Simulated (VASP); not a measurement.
Runs of VASP 6.6.1 on C. The structure is that of space group Cmmm (No. 65), or close to it. The cells are those of the table. 

```csv
task,spin,cell,k mesh,cutoff (eV),gap on the mesh (eV),pressure (GPa),moment (μB),largest force (eV/Å)
single point,off,"a = 3.375, b = 3.375, c = 3.429 Å, angles 90.0, 90.0, 133.4°, 4 atoms",8 × 8 × 6,520,none,0.3,-,0.05
single point,"collinear, ferromagnetic start","a = 3.166, b = 3.166, c = 3.456 Å, angles 90.0, 90.0, 134.5°, 4 atoms",8 × 8 × 6,520,none,45.8,0.00,4.99
single point,"collinear, ferromagnetic start","a = 3.375, b = 3.375, c = 3.429 Å, angles 90.0, 90.0, 133.4°, 4 atoms",8 × 8 × 6,520,none,0.3,0.00,0.05
single point,off,"a = 3.375, b = 3.375, c = 3.428 Å, angles 90.0, 90.0, 133.4°, 4 atoms",18 × 18 × 14,520,none,(a),-,0.04
single point,off,"a = 3.166, b = 3.166, c = 3.456 Å, angles 90.0, 90.0, 134.5°, 4 atoms",8 × 8 × 6,520,none,45.8,-,4.99
relaxation of cell and atoms,off,"relaxed from a = 3.166, b = 3.166, c = 3.456 Å, angles 90.0, 90.0, 134.5°, 4 atoms",8 × 8 × 6,600,none,-0.1,-,0.03
```

Alike in all rows: level PBE; potentials or basis VASP PAW PBE potentials, release 64 (C); smearing gaussian 0.1 eV.

Problem. Fill in the values left out.

Solution. (a) 0.4.

Caveats: forces of over 1 eV/Å act on the atoms, so gaps and moduli don't describe the material at rest (some runs).

A gap of «none» marks levels without a gap at the run's occupations.
